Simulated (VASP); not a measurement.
Input of a VASP 6.6.1 run:

Contents of INCAR:

```
SYSTEM = BiTe
  PREC = Accurate
  ENCUT = 520
  EDIFF = 1E-6
  ISMEAR = 1
  SIGMA = 0.1
  LREAL = .False.
  LASPH = .True.
  NELM = 100
  ALGO = Normal
  ISIF = 2
  LWAVE = .False.
  LCHARG = .True.
  GGA = PS
  LELF = .True.
  LVHAR = .True.
  NBANDS = 18
```

File KPOINTS:

```
regular mesh
0
Gamma
  14 14 14
  0 0 0
```

The input POSCAR:

```
BiTe
1.0
    0.0000000000      3.2673500000      3.2350000000
    3.2673500000      0.0000000000      3.2350000000
    3.2673500000      3.2673500000      0.0000000000
Bi Te
1 1
Direct
    0.0000000000      0.0000000000      0.0000000000
    0.5000000000      0.5000000000      0.5000000000
```

Potentials or basis: VASP PAW PBE potentials, release 64 (Bi_d, Te).

Run with:

```console
$ cat potpaw_PBE.64/Bi_d/POTCAR potpaw_PBE.64/Te/POTCAR > POTCAR
$ mpirun -np 1 vasp_std > vasp.out
```

Q: Estimate the pressure.

A: -2.6 GPa.

Stress tensor (GPa, compression positive):
```
-2.87  0.00  0.00
 0.00 -2.87  0.00
 0.00  0.00 -2.09
```

Caveat: the cell differs from its parent crystal (strain +0.0100 x Voigt [1, 1, 0, 0, 0, 0]); the PAW data sets were made with another functional, which shifts forces and pressure a little.
